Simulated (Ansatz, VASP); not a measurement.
Two plane-wave programs on ZnS

```
Zn S
1.0
     3.95899    0.00000    0.00000
    -1.97950    3.42859    0.00000
     0.00000    0.00000    5.99591
Zn S
2 2
Direct
  0.33333 0.66667 0.00539
  0.66667 0.33333 0.50539
  0.33333 0.66667 0.37961
  0.66667 0.33333 0.87961
```

Change from the starting cell: strain +0.040 along x and y, -0.040 along z, atoms carried along.

Alike in both runs: task single point; functional r2SCAN; k mesh 6 × 6 × 4; occupations gaussian, width 0.05 eV; no spin polarisation.

```csv
,VASP,Ansatz
version,VASP 6.6.1,Ansatz 0.2.0
potentials or method,"VASP PAW PBE potentials, release 64 (Zn, S), cutoff 520 eV","scalar-relativistic, plane waves, PAW"
valence electrons in the cell,36,36
```

Ansatz gave:

| Item | Value |
| --- | --- |
| gap on the k mesh at the Fermi level (eV) | 2.59 |
| least direct gap on the mesh (eV) | 2.59 |
| pressure (GPa) | -1.8 |
| traceless stress, the component that is largest in VASP (GPa) | 7.63 |
| rms of the force components (eV/Å) | 0.346 |

Q: Estimate VASP's values.

A: gap on the k mesh at the Fermi level (eV): 2.59; least direct gap on the mesh (eV): 2.59; pressure (GPa): -1.8; traceless stress, the component that is largest in VASP (GPa): 7.71; rms of the force components (eV/Å): 0.349.

VASP's potentials were made for PBE, not for r2SCAN. Atom by atom the forces differ by 0.003 eV/Å (rms over components). The functional is the same, so the differences come from potentials, cutoffs and numerics.
